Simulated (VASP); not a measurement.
Write the native input for VASP 6.6.1 that does the following.

* Task: single point
* Functional: PBE
* Potentials or basis: VASP PAW PBE potentials, release 64 (Nb_sv)
* Cutoff: 500 eV
* k mesh: 6 × 6 × 6
* Occupations: fermi-dirac, width 0.05 eV
* Spin: no spin polarisation
* Dipole correction: no
* Further INCAR settings: ALGO = Normal; EDIFF = 1e-06; NBANDS = 12

The structure of Nb lies in POSCAR:

```
Nb
1.0
   -1.6639500000      1.6639500000      1.6639500000
    1.6639500000     -1.6639500000      1.6639500000
    1.6639500000      1.6639500000     -1.6639500000
Nb
1
Direct
    0.0000000000      0.0000000000      0.0000000000
```

The input as run:

INCAR

```
SYSTEM = Nb
PREC     = Accurate       ! precision mode
ENCUT    = 500            ! plane-wave cutoff, eV
EDIFF    = 1E-6           ! SCF threshold, eV
ISMEAR   = -1             ! smearing method
SIGMA    = 0.05           ! smearing width, eV
LREAL    = .False.        ! projectors in reciprocal space
LASPH    = .True.         ! aspherical terms in the spheres
NELM     = 120            ! most SCF steps
ALGO     = Normal         ! electronic algorithm
ISIF     = 2              ! what is computed and relaxed
LWAVE    = .False.        ! write WAVECAR
LCHARG   = .True.         ! write CHGCAR
GGA      = PE             ! functional
LELF     = .True.         ! ELF
LVHAR    = .True.       
NBANDS   = 12             ! bands
GGA_COMPAT= .False.
```

KPOINTS

```
Automatic mesh
0
Gamma
  6 6 6
  0 0 0
```

Potentials or basis: VASP PAW PBE potentials, release 64 (Nb_sv).

Launch:

```bash
$ cat potpaw_PBE.64/Nb_sv/POTCAR > POTCAR
$ mpirun -np 1 vasp_std > vasp.out
```

Results of the run:

```
Pressure : -5.6 GPa
```

Caveat: the k points lie up to 0.45 Å⁻¹ apart.

It took 3 s on 1 thread of Intel(R) Xeon(R) 6975P-C (Granite Rapids) (shared host), peak memory 0.13 GiB.
